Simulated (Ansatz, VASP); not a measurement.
## Two plane-wave programs on TiRh

```
Ti Rh
1.0
     2.90011    0.00000    0.00000
     0.00000    2.90011    0.00000
     0.00000    0.00000    3.34260
Ti Rh
1 1
Direct
  0.50000 0.50000 0.50000
  0.00000 0.00000 0.00000
```

Alike in both runs: task relaxation of cell and atoms; functional LDA; k mesh 14 × 14 × 12; occupations fermi-dirac, width 0.15 eV; no spin polarisation.

|  | VASP | Ansatz |
| --- | --- | --- |
| version | VASP 6.6.1 | Ansatz 0.2.0 |
| potentials or method | VASP PAW LDA potentials, release 64 (Ti_sv, Rh_pv), cutoff 600 eV | scalar-relativistic, plane waves, PAW |
| valence electrons in the cell | 27 | 29 |

Ansatz gave:

```
gap on the k mesh at the Fermi level, each at its own relaxed structure (eV) : none
relaxed volume (Å³/atom)                                                     : 14.08
relaxed cell length with the largest relative difference (Å)                 : 2.902
```

Q: What did VASP give for the same quantities?

A: gap on the k mesh at the Fermi level, each at its own relaxed structure (eV): none; relaxed volume (Å³/atom): 14.11; relaxed cell length with the largest relative difference (Å): 2.904.

LDA's correlation is that of Perdew and Zunger in VASP and of Perdew and Wang (1992) in Ansatz. A gap of «none» marks a metal or a gap that the smearing closes. VASP's potentials hold 27 valence electrons a cell and Ansatz's 29, so a difference there can come from the potentials and not from the codes.
